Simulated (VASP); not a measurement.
# ZrN (Fm-3m) in VASP: a series of runs

ZrN is run at these levels: LDA; tasks: single point.

Everything below comes from runs of VASP 6.6.1. Logs are shortened: lines on timing, memory, paths and dates and some standing lists are left out, and cuts for length are marked.

## (1) The cell of the first run

It takes space group Fm-3m (No. 225, cubic). The conventional cell has a = 4.600 Å, b = 4.600 Å, c = 4.600 Å, α = 90.00°, β = 90.00°, γ = 90.00°. Zr (site symmetry m-3m) has 6 N at 2.30 Å within 3.0 Å. Within 3.0 Å of N (site symmetry m-3m) lie 6 Zr at 2.30 Å.

## (2) Single point, LDA

Input file INCAR:

```
SYSTEM = ZrN
PREC = Accurate ; ENCUT = 600
EDIFF = 1E-6 ; ISMEAR = 1
SIGMA = 0.15 ; LREAL = .False.
LASPH = .True. ; NELM = 120
ALGO = Normal ; ISIF = 2
LWAVE = .False. ; LCHARG = .True.
GGA = CA ; LELF = .True.
LVHAR = .True. ; NBANDS = 16
GGA_COMPAT = .False.
```

Input file KPOINTS:

```
Automatic mesh
0
Gamma
  3 3 3
  0 0 0
```

Input file POSCAR:

```
ZrN
1.0
    0.0000000000      2.3000000000      2.3000000000
    2.3000000000      0.0000000000      2.3000000000
    2.3000000000      2.3000000000      0.0000000000
Zr N
1 1
Direct
    0.5000000000      0.5000000000      0.5000000000
    0.0000000000      0.0000000000      0.0000000000
```

Potentials or basis: VASP PAW LDA potentials, release 64 (Zr_sv, N).

The run is started by

```sh
$ cat potpaw_LDA.64/Zr_sv/POTCAR potpaw_LDA.64/N/POTCAR > POTCAR
$ mpirun -np 1 vasp_std > vasp.out
```

OUTCAR:

```text
SYSTEM = ZrN
   PREC = Accurate
   ENCUT = 600
   EDIFF = 1E-6
   ISMEAR = 1
   LREAL = .False.
   LASPH = .True.
   NELM = 120
   ISIF = 2
   GGA = CA

 ion  position               nearest neighbor table
   1  0.500  0.500  0.500-   2 2.30   2 2.30   2 2.30   2 2.30   2 2.30   2 2.30
   2  0.000  0.000  0.000-   1 2.30   1 2.30   1 2.30   1 2.30   1 2.30   1 2.30

  LATTYP: Found a face centered cubic cell.
 ALAT       =     4.6000000000

  Lattice vectors:

 A1 = (   0.0000000000,   2.3000000000,   2.3000000000)
 A2 = (   2.3000000000,   0.0000000000,   2.3000000000)
 A3 = (   2.3000000000,   2.3000000000,   0.0000000000)

Analysis of symmetry for initial positions (statically):
=====================================================================
 Subroutine PRICEL returns:
 Original cell was already a primitive cell.

 Routine SETGRP: Setting up the symmetry group for a
 face centered cubic supercell.

 Subroutine GETGRP returns: Found 48 space group operations
 (whereof 48 operations were pure point group operations)
 out of a pool of 48 trial point group operations.

The static configuration has the point symmetry O_h .

Analysis of symmetry for dynamics (positions and initial velocities):
=====================================================================
 Subroutine PRICEL returns:
 Original cell was already a primitive cell.

 Routine SETGRP: Setting up the symmetry group for a
 face centered cubic supercell.

 Subroutine GETGRP returns: Found 48 space group operations
 (whereof 48 operations were pure point group operations)
 out of a pool of 48 trial point group operations.

The dynamic configuration has the point symmetry O_h .

 Subroutine INISYM returns: Found 48 space group operations
 (whereof 48 operations are pure point group operations),
 and found     1 'primitive' translations

----------------------------------------------------------------------------------------

                                     Primitive cell

  volume of cell :      24.3340

  direct lattice vectors                    reciprocal lattice vectors
     0.000000000  2.300000000  2.300000000    -0.217391304  0.217391304  0.217391304
     2.300000000  0.000000000  2.300000000     0.217391304 -0.217391304  0.217391304
     2.300000000  2.300000000  0.000000000     0.217391304  0.217391304 -0.217391304

  length of vectors
     3.252691193  3.252691193  3.252691193     0.376532784  0.376532784  0.376532784

  position of ions in fractional coordinates (direct lattice)
     0.500000000  0.500000000  0.500000000
     0.000000000  0.000000000  0.000000000

  ion indices of the primitive-cell ions
   primitive index   ion index
                 1           1
                 2           2

----------------------------------------------------------------------------------------

 KPOINTS: Automatic mesh

Automatic generation of k-mesh.
 Grid dimensions read from file:
 generate k-points for:    3    3    3

 Generating k-lattice:

  Cartesian coordinates                     Fractional coordinates (reciprocal lattice)
    -0.072463768  0.072463768  0.072463768     0.333333333  0.000000000  0.000000000
     0.072463768 -0.072463768  0.072463768     0.000000000  0.333333333  0.000000000
     0.072463768  0.072463768 -0.072463768     0.000000000  0.000000000  0.333333333

  Length of vectors
     0.125510928  0.125510928  0.125510928

  Shift w.r.t. Gamma in fractional coordinates (k-lattice)
     0.000000000  0.000000000  0.000000000

 Subroutine IBZKPT returns following result:
 ===========================================

 Found      4 irreducible k-points:

 Following reciprocal coordinates:
            Coordinates               Weight
  0.000000  0.000000  0.000000      1.000000
  0.333333  0.000000  0.000000      8.000000
  0.333333  0.333333  0.000000      6.000000
 -0.333333  0.333333  0.000000     12.000000
   k-points           NKPTS =      4   k-points in BZ     NKDIM =      4   number of bands    NBANDS=     16
   number of dos      NEDOS =    301   number of ions     NIONS =      2
   total plane-waves  NPLWV =  21952
   dimension x,y,z NGX =    28 NGY =   28 NGZ =   28
   dimension x,y,z NGXF=    56 NGYF=   56 NGZF=   56
   ions per type =               1   1
   NGX,Y,Z   is equivalent  to a cutoff of  14.31, 14.31, 14.31 a.u.
   NGXF,Y,Z  is equivalent  to a cutoff of  28.62, 28.62, 28.62 a.u.
 SYSTEM =  ZrN
   PREC   = accura    normal or accurate (medium, high low for compatibility)
   ISTART =      0    job   : 0-new  1-cont  2-samecut
   ICHARG =      2    charge: 1-file 2-atom 10-const
   ISPIN  =      1    spin polarized calculation?
   LNONCOLLINEAR =      F non collinear calculations
   LSORBIT =      F    spin-orbit coupling
   LASPH  =      T    aspherical Exc in radial PAW
   ENCUT  =  600.0 eV  44.10 Ry    6.64 a.u.   6.50  6.50  6.50*2*pi/ulx,y,z
   NELM   =    120;   NELMIN=  2; NELMDL= -5     # of ELM steps
   EDIFF  = 0.1E-05   stopping-criterion for ELM
   LREAL  =      F    real-space projection
   EDIFFG = 0.1E-04   stopping-criterion for IOM
   NSW    =      0    number of steps for IOM
   IBRION =     -1    ionic relax: 0-MD 1-quasi-New 2-CG
   NFREE  =      0    steps in history (QN), initial steepest desc. (CG)
   ISIF   =      2    stress and relaxation
   ISYM   =      2    0-nonsym 1-usesym 2-fastsym
   POTIM  = 0.5000    time-step for ionic-motion
   TEBEG  =    0.0;   TEEND  =   0.0 temperature during run
   PSTRESS=    0.0 pullay stress
   NELECT =      17.0000    total number of electrons
   NUPDOWN=      -1.0000    fix difference up-down
   EMIN   =  10.00;   EMAX   =-10.00  energy-range for DOS
   EFERMI =   0.00;   METHOD = LEGACY
   ISMEAR =     1;   SIGMA  =   0.15  broadening in eV -4-tet -1-fermi 0-gaus
   EFERMI_NEDOS =   21; number of points for ismear=-14 and -15
   IALGO  =     38    algorithm
   IMIX   =      4    mixing-type and parameters
     AMIX     =   0.40;   BMIX     =  1.00
     AMIX_MAG =   1.60;   BMIX_MAG =  1.00
  volume/ion in A,a.u.               =      12.17        82.11
  Fermi-wavevector in a.u.,A,eV,Ry     =   1.452624  2.745062 28.709889  2.110117
  Thomas-Fermi vector in A             =   2.569985
   LORBIT       =      0    0 simple, 1 ext, 2 COOP (PROOUT), +10 PAW based schemes
   GGA     = CA    functional components
   LHFCALC =     F    Hartree Fock is set to
   AEXX    =    0.0000 exact exchange contribution
   IVDW    =     0    specifies the selected vdW correction
   LEPSILON=     F    determine dielectric tensor
   LRPA    =     F    only Hartree local field effects (RPA)
 non-spin polarized calculation
 Methfessel and Paxton  Order N= 1 SIGMA  =   0.15
  energy-cutoff  :      600.00
  volume of cell :       24.33
 maximum number of plane-waves:       869
 NGX is ok and might be reduce to    28
   NGX = 13   NGY = 13   NGZ = 13

 number of electron      17.0000000 magnetization

 Free energy of the ion-electron system (eV)
  ---------------------------------------------------
  ext. energy  EPLUGINS =         0.00000000
  ---------------------------------------------------
  free energy    TOTEN  =       -22.19331093 eV

  energy without entropy =      -22.17574307  energy(sigma->0) =      -22.18745498

 E-fermi :  12.1209     XC(G=0): -12.7240

 val. band max:       11.1784343281   @ k =   0.0000   0.0000   0.0000
 cond. band min:      12.1433355174   @ k =  -0.3333   0.3333   0.0000
 fundamental gap:      0.9649011893
 Fermi energy:        12.1209037450

 k-point     1 :       0.0000    0.0000    0.0000
  band No.  band energies     occupation
      1     -37.6759      2.00000
      2     -15.4546      2.00000
      3     -15.4546      2.00000
      4     -15.4546      2.00000
      5      -4.3411      2.00000
      6       9.0385      2.00000
      7       9.0385      2.00000
      8       9.0385      2.00000
      9      11.1784      2.00000
     10      11.1784      2.00000
     11      11.1784      2.00000
     12      13.1443     -0.00000
     13      13.1443     -0.00000
     14      14.5145     -0.00000
     15      20.7778      0.00000
     16      34.0352      0.00000

 k-point     2 :       0.3333    0.0000    0.0000
  band No.  band energies     occupation
      1     -37.5715      2.00000
      2     -16.3326      2.00000
      3     -15.5252      2.00000
      4     -15.5252      2.00000
      5      -2.7173      2.00000
      6       5.0131      2.00000
      7       6.4948      2.00000
      8       6.4948      2.00000
      9      12.9764     -0.00000
     10      13.5319     -0.00000
     11      13.5319     -0.00000
     12      17.3298      0.00000
     13      17.6665      0.00000
     14      17.6665      0.00000
     15      23.9575      0.00000
     16      26.2672      0.00000

 k-point     3 :       0.3333    0.3333    0.0000
  band No.  band energies     occupation
      1     -37.5378      2.00000
      2     -16.1920      2.00000
      3     -15.7209      2.00000
      4     -15.7209      2.00000
      5      -3.4651      2.00000
      6       5.9387      2.00000
      7       8.3388      2.00000
      8       8.3388      2.00000
      9       8.7024      2.00000
     10      14.4056     -0.00000
     11      15.4020      0.00000
     12      15.4020      0.00000
     13      15.9015      0.00000
     14      20.2878      0.00000
     15      24.7797      0.00000
     16      26.9676      0.00000

 k-point     4 :      -0.3333    0.3333    0.0000
  band No.  band energies     occupation
      1     -37.5022      2.00000
      2     -16.2018      2.00000
      3     -16.1093      2.00000
      4     -15.6605      2.00000
      5      -2.9388      2.00000
      6       5.5270      2.00000
      7       6.7356      2.00000
      8       6.8791      2.00000
      9      12.1433      0.75000
     10      14.4063     -0.00000
     11      14.6566     -0.00000
     12      16.5127      0.00000
     13      18.3987      0.00000
     14      22.5293      0.00000
     15      22.7077      0.00000
     16      22.9461      0.00000

------------------------ aborting loop because EDIFF is reached ----------------------------------------

  FORCE on cell =-STRESS in cart. coord.  units (eV):
  Direction    XX          YY          ZZ          XY          YZ          ZX
  --------------------------------------------------------------------------------------
  -------------------------------------------------------------------------------------
  Total       -1.5097727     -1.5097727     -1.5097727     -0.0000000      0.0000000     -0.0000000
  in kB      -99.4050978    -99.4050978    -99.4050978     -0.0000000      0.0000000     -0.0000000
  external PRESSURE =     -99.4050978 kB  Pullay stress =       0.0000000 kB

 VOLUME and BASIS-vectors are now :
 -----------------------------------------------------------------------------
  energy-cutoff  :      600.00
  volume of cell :       24.33
      direct lattice vectors                 reciprocal lattice vectors
     0.000000000  2.300000000  2.300000000    -0.217391304  0.217391304  0.217391304
     2.300000000  0.000000000  2.300000000     0.217391304 -0.217391304  0.217391304
     2.300000000  2.300000000  0.000000000     0.217391304  0.217391304 -0.217391304

 POSITION                                       TOTAL-FORCE (eV/Angst)
 -----------------------------------------------------------------------------------
      2.30000      2.30000      2.30000        -0.000000      0.000000     -0.000000
      0.00000      0.00000      0.00000         0.000000     -0.000000      0.000000
 -----------------------------------------------------------------------------------
    total drift:                                0.000000      0.000000      0.000000

  FREE ENERGIE OF THE ION-ELECTRON SYSTEM (eV)
  ---------------------------------------------------
  free  energy   TOTEN  =       -22.1933109254 eV

  energy  without entropy=      -22.1757430748  energy(sigma->0) =      -22.18745498
```

Wall time 4.2 s (1 thread of AMD EPYC 7R43 (Zen 3), shared host); peak memory 0.1 GiB.

Results:

| Item | Value |
| --- | --- |
| Free energy | -22.1933 eV |
| Pressure | -9.9 GPa |

Caveat: the k points lie up to 0.79 Å⁻¹ apart.

## (3) Single point, LDA

Input file INCAR:

```
ALGO = Normal ; EDIFF = 1E-6
ENCUT = 600 ; GGA = CA
GGA_COMPAT = F ; ISIF = 2
ISMEAR = 1 ; LASPH = T
LCHARG = T ; LELF = T
LREAL = F ; LVHAR = T
LWAVE = F ; NBANDS = 16
NELM = 120 ; PREC = Accurate
SIGMA = 0.15
```

Input file KPOINTS:

```
k-points
0
Gamma
  4 4 4
```

POSCAR is that of step 2.

Potentials or basis: VASP PAW LDA potentials, release 64 (Zr_sv, N).

The run is started by

```sh
$ cat potpaw_LDA.64/Zr_sv/POTCAR potpaw_LDA.64/N/POTCAR > POTCAR
$ mpirun -np 1 vasp_std > vasp.out
```

OUTCAR:

```text
EDIFF = 1E-6
   ENCUT = 600
   GGA = CA
   ISIF = 2
   ISMEAR = 1
   LASPH = T
   LREAL = F
   NELM = 120
   PREC = Accurate

 ion  position               nearest neighbor table
   1  0.500  0.500  0.500-   2 2.30   2 2.30   2 2.30   2 2.30   2 2.30   2 2.30
   2  0.000  0.000  0.000-   1 2.30   1 2.30   1 2.30   1 2.30   1 2.30   1 2.30

  LATTYP: Found a face centered cubic cell.
 ALAT       =     4.6000000000

  Lattice vectors:

 A1 = (   0.0000000000,   2.3000000000,   2.3000000000)
 A2 = (   2.3000000000,   0.0000000000,   2.3000000000)
 A3 = (   2.3000000000,   2.3000000000,   0.0000000000)

Analysis of symmetry for initial positions (statically):
=====================================================================
 Subroutine PRICEL returns:
 Original cell was already a primitive cell.

 Routine SETGRP: Setting up the symmetry group for a
 face centered cubic supercell.

 Subroutine GETGRP returns: Found 48 space group operations
 (whereof 48 operations were pure point group operations)
 out of a pool of 48 trial point group operations.

The static configuration has the point symmetry O_h .

Analysis of symmetry for dynamics (positions and initial velocities):
=====================================================================
 Subroutine PRICEL returns:
 Original cell was already a primitive cell.

 Routine SETGRP: Setting up the symmetry group for a
 face centered cubic supercell.

 Subroutine GETGRP returns: Found 48 space group operations
 (whereof 48 operations were pure point group operations)
 out of a pool of 48 trial point group operations.

The dynamic configuration has the point symmetry O_h .

 Subroutine INISYM returns: Found 48 space group operations
 (whereof 48 operations are pure point group operations),
 and found     1 'primitive' translations

[... 94 lines left out ...]
   IALGO  =     38    algorithm
   IMIX   =      4    mixing-type and parameters
     AMIX     =   0.40;   BMIX     =  1.00
     AMIX_MAG =   1.60;   BMIX_MAG =  1.00
  volume/ion in A,a.u.               =      12.17        82.11
  Fermi-wavevector in a.u.,A,eV,Ry     =   1.452624  2.745062 28.709889  2.110117
  Thomas-Fermi vector in A             =   2.569985
   LORBIT       =      0    0 simple, 1 ext, 2 COOP (PROOUT), +10 PAW based schemes
   GGA     = CA    functional components
   LHFCALC =     F    Hartree Fock is set to
   AEXX    =    0.0000 exact exchange contribution
   IVDW    =     0    specifies the selected vdW correction
   LEPSILON=     F    determine dielectric tensor
   LRPA    =     F    only Hartree local field effects (RPA)
 non-spin polarized calculation
 Methfessel and Paxton  Order N= 1 SIGMA  =   0.15
  energy-cutoff  :      600.00
  volume of cell :       24.33
 maximum number of plane-waves:       869
 NGX is ok and might be reduce to    28
   NGX = 13   NGY = 13   NGZ = 13

 number of electron      17.0000000 magnetization

 Free energy of the ion-electron system (eV)
  ---------------------------------------------------
  ext. energy  EPLUGINS =         0.00000000
  ---------------------------------------------------
  free energy    TOTEN  =       -22.35411648 eV

  energy without entropy =      -22.34913521  energy(sigma->0) =      -22.35245606

 E-fermi :  11.1353     XC(G=0): -12.7323

 val. band max:       11.0460709157   @ k =   0.5000   0.2500   0.0000
 cond. band min:      11.1670891796   @ k =   0.0000   0.0000   0.0000
 fundamental gap:      0.1210182639
 Fermi energy:        11.1353022446

 k-point     1 :       0.0000    0.0000    0.0000
  band No.  band energies     occupation
      1     -37.7135      2.00000
      2     -15.4878      2.00000
      3     -15.4878      2.00000
      4     -15.4878      2.00000
      5      -4.3795      2.00000
      6       8.9924      2.00000
[... 129 lines left out ...]
      3     -16.1266      2.00000
      4     -15.9001      2.00000
      5      -3.2272      2.00000
      6       6.2173      2.00000
[... 8 lines left out ...]
     15      23.3924      0.00000
     16      23.3924      0.00000

------------------------ aborting loop because EDIFF is reached ----------------------------------------

  FORCE on cell =-STRESS in cart. coord.  units (eV):
  Direction    XX          YY          ZZ          XY          YZ          ZX
  --------------------------------------------------------------------------------------
  -------------------------------------------------------------------------------------
  Total       -1.7873551     -1.7873551     -1.7873551     -0.0000000      0.0000000     -0.0000000
  in kB     -117.6814274   -117.6814274   -117.6814274     -0.0000000      0.0000000     -0.0000000
  external PRESSURE =    -117.6814274 kB  Pullay stress =       0.0000000 kB

 VOLUME and BASIS-vectors are now :
 -----------------------------------------------------------------------------
  energy-cutoff  :      600.00
  volume of cell :       24.33
      direct lattice vectors                 reciprocal lattice vectors
     0.000000000  2.300000000  2.300000000    -0.217391304  0.217391304  0.217391304
     2.300000000  0.000000000  2.300000000     0.217391304 -0.217391304  0.217391304
     2.300000000  2.300000000  0.000000000     0.217391304  0.217391304 -0.217391304

 POSITION                                       TOTAL-FORCE (eV/Angst)
 -----------------------------------------------------------------------------------
      2.30000      2.30000      2.30000         0.000000      0.000000      0.000000
      0.00000      0.00000      0.00000        -0.000000      0.000000     -0.000000
 -----------------------------------------------------------------------------------
    total drift:                                0.000000      0.000000      0.000000

  FREE ENERGIE OF THE ION-ELECTRON SYSTEM (eV)
  ---------------------------------------------------
  free  energy   TOTEN  =       -22.3541164816 eV

  energy  without entropy=      -22.3491352108  energy(sigma->0) =      -22.35245606
```

Wall time 6.1 s (1 thread of AMD EPYC 7R43 (Zen 3), shared host); peak memory 0.1 GiB.

What came out:

```
Free energy : -22.3541 eV
Pressure    : -11.8 GPa
```

Caveat: the k points lie up to 0.59 Å⁻¹ apart.

## (4) Single point, LDA

Input file INCAR:

```
SYSTEM = ZrN
PREC     = Accurate       ! precision mode
ENCUT    = 600            ! plane-wave cutoff, eV
EDIFF    = 1E-6           ! SCF threshold, eV
ISMEAR   = 1              ! smearing method
SIGMA    = 0.15           ! smearing width, eV
LREAL    = .FALSE.        ! projectors in reciprocal space
LASPH    = .TRUE.         ! aspherical terms in the spheres
NELM     = 120            ! most SCF steps
ALGO     = Normal         ! electronic algorithm
ISIF     = 2              ! what is computed and relaxed
LWAVE    = .FALSE.        ! write WAVECAR
LCHARG   = .TRUE.         ! write CHGCAR
GGA      = CA             ! functional
LELF     = .TRUE.         ! ELF
LVHAR    = .TRUE.       
NBANDS   = 16             ! bands
GGA_COMPAT= .FALSE.
```

Input file KPOINTS:

```
regular mesh
0
G
  5 5 5
  0 0 0
```

POSCAR is that of step 3.

The run is started by

```sh
$ cat potpaw_LDA.64/Zr_sv/POTCAR potpaw_LDA.64/N/POTCAR > POTCAR
$ mpirun -np 1 vasp_std > vasp.out
```

Wall time 6.9 s (1 thread of AMD EPYC 7R43 (Zen 3), shared host); peak memory 0.11 GiB.

It converged, with:

* Free energy: -22.3871 eV
* Pressure: -12.1 GPa

Levels at points of the mesh, in eV from the Fermi level:
```csv
k point,band 6,band 7,band 8,band 9,band 10,band 11
"(0.00, 0.00, 0.00)",-2.70,-2.70,-2.70,-0.52,-0.52,-0.52
```

Caveat: the k points lie up to 0.47 Å⁻¹ apart.

## (5) Summary

```csv
k mesh,gap on the mesh (eV),pressure (GPa)
3 × 3 × 3,none,-9.9
4 × 4 × 4,none,-11.8
5 × 5 × 5,none,-12.1
```

Alike in all rows: task single point; level LDA; potentials or basis VASP PAW LDA potentials, release 64 (Zr_sv, N); no spin polarisation; cell as given; cutoff (eV) 600; smearing methfessel-paxton 0.15 eV.

Caveats: all runs use coarse meshes.

Total energies depend on the potentials used, so only differences within one code and one set of settings carry meaning.
